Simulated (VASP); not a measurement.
Set up this calculation in VASP 6.6.1, as the native input.

| Item | Value |
| --- | --- |
| Task | single point |
| Functional | LDA |
| Potentials or basis | VASP PAW LDA potentials, release 64 (Si, C) |
| Cutoff | 520 eV |
| k mesh | 12 × 12 × 6 |
| Occupations | gaussian, width 0.05 eV |
| Spin | no spin polarisation |
| Dipole correction | no |
| Further INCAR settings | ALGO = Normal; EDIFF = 1e-07; NBANDS = 16 |

The structure of SiC lies in POSCAR:

```
SiC
1.0
    3.0294870667      0.0000000000      0.0000000000
   -1.5147435334      2.6236127602      0.0000000000
    0.0000000000      0.0000000000      5.1049886560
Si C
2 2
Direct
    0.3333333333      0.6666666667      0.0046041256
    0.6666666667      0.3333333333      0.5046041256
    0.3333333333      0.6666666667      0.3803958744
    0.6666666667      0.3333333333      0.8803958744
```

This cell differs from its parent crystal: c/a of the conventional cell at fixed volume 1.6851.

These files were run (other wordings do the same):

INCAR

```
SYSTEM = SiC
ALGO     = Normal         ! electronic algorithm
EDIFF    = 1E-7           ! SCF threshold, eV
ENCUT    = 520            ! plane-wave cutoff, eV
ISIF     = 2              ! what is computed and relaxed
ISMEAR   = 0              ! smearing method
LASPH    = .TRUE.         ! aspherical terms in the spheres
LCHARG   = .FALSE.        ! write CHGCAR
LREAL    = .FALSE.        ! projectors in reciprocal space
LWAVE    = .FALSE.        ! write WAVECAR
NBANDS   = 16             ! bands
NELM     = 80             ! most SCF steps
PREC     = Accurate       ! precision mode
SIGMA    = 0.05           ! smearing width, eV
```

KPOINTS

```
k-points
0
G
  12 12 6
  0 0 0
```

Potentials or basis: VASP PAW LDA potentials, release 64 (Si, C).

The run is started by

```bash
$ cat potpaw_LDA.64/Si/POTCAR potpaw_LDA.64/C/POTCAR > POTCAR
$ mpirun -np 1 vasp_std > vasp.out
```

It gave:

```
Pressure               : 0.7 GPa
Largest force          : 0.237 eV/Å
Band gap on the k mesh : 2.01 eV, indirect (least direct gap 4.15 eV)
```

It took 17 s on 1 thread of Intel(R) Xeon(R) 6975P-C (Granite Rapids), on a shared host, peak memory 0.16 GiB.
